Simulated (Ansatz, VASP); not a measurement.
Pb in VASP and in Ansatz

Contents of POSCAR:

```
Pb
1.0
    0.0000000000      2.5235621278      2.5235621278
    2.5235621278      0.0000000000      2.5235621278
    2.5235621278      2.5235621278      0.0000000000
Pb
1
Direct
    0.0000000000      0.0000000000      0.0000000000
```

File INCAR.step1:

```
SYSTEM = Pb
PREC     = Accurate       ! precision mode
ENCUT    = 520            ! plane-wave cutoff, eV
EDIFF    = 1E-5           ! SCF threshold, eV
ISMEAR   = -1             ! smearing method
SIGMA    = 0.05           ! smearing width, eV
LREAL    = .FALSE.        ! projectors in reciprocal space
LASPH    = .TRUE.         ! aspherical terms in the spheres
NELM     = 60             ! most SCF steps
ALGO     = Normal         ! electronic algorithm
ISIF     = 2              ! what is computed and relaxed
LWAVE    = .TRUE.         ! write WAVECAR
LCHARG   = .FALSE.        ! write CHGCAR
NBANDS   = 13             ! bands
GGA      = PE             ! functional
```

The input INCAR.step2:

```
SYSTEM = Pb
PREC     = Accurate       ! precision mode
ENCUT    = 520            ! plane-wave cutoff, eV
EDIFF    = 1E-6           ! SCF threshold, eV
ISMEAR   = -1             ! smearing method
SIGMA    = 0.05           ! smearing width, eV
LREAL    = .FALSE.        ! projectors in reciprocal space
LASPH    = .TRUE.         ! aspherical terms in the spheres
NELM     = 60             ! most SCF steps
ALGO     = Normal         ! electronic algorithm
ISIF     = 2              ! what is computed and relaxed
LWAVE    = .FALSE.        ! write WAVECAR
LCHARG   = .FALSE.        ! write CHGCAR
GGA      = B5             ! functional
LHFCALC  = .TRUE.         ! exact exchange
AEXX     = 0.2            ! exact-exchange fraction
AGGAX    = 0.72         
AGGAC    = 0.81         
ALDAC    = 0.19         
PRECFOCK = Normal       
NBANDS   = 13             ! bands
ISTART   = 1
```

KPOINTS

```
Automatic mesh
0
G
  5 5 5
  0 0 0
```

File input.yaml:

```yaml
crystal:
  lattice:
    - [0.0, 2.5235621278, 2.5235621278]
    - [2.5235621278, 0.0, 2.5235621278]
    - [2.5235621278, 2.5235621278, 0.0]
  atoms:
    - { symbol: Pb, position: [0.0, 0.0, 0.0] }
hamiltonian:
  xc: b3lyp5
  pseudopotentials: { kind: paw }
kpoints:
  mp_grid: { grid: [5, 5, 5] }
scf:
  occupations: { method: fermi_dirac, width: 0.05 }
output:
  forces: true
  stress: true
  eigenvalues: true
  write_density: true
  write_potential: true
  elf: true
  volumetric_format: npy
```

Alike in both runs: task single point; functional B3LYP5; k mesh 5 × 5 × 5; occupations fermi-dirac, width 0.05 eV; no spin polarisation.

```csv
,VASP,Ansatz
version,VASP 6.6.1,Ansatz 0.2.0
potentials or method,"VASP PAW PBE potentials, release 64 (Pb_d)",Ansatz PAW
plane-wave cutoff (eV),520,420
valence electrons in the cell,14,14
```

|  | VASP | Ansatz | Ansatz less VASP |
| --- | --- | --- | --- |
| gap on the k mesh at the Fermi level (eV) | none | none | - |
| pressure (GPa) | 0.9 | 0.9 | -0.02 |

VASP's potentials were made for PBE, not for B3LYP5. A gap of «none» marks a metal or a gap that the smearing closes.

The k mesh is coarse, so the values compare programs but aren't converged. Spin-orbit coupling is off throughout.
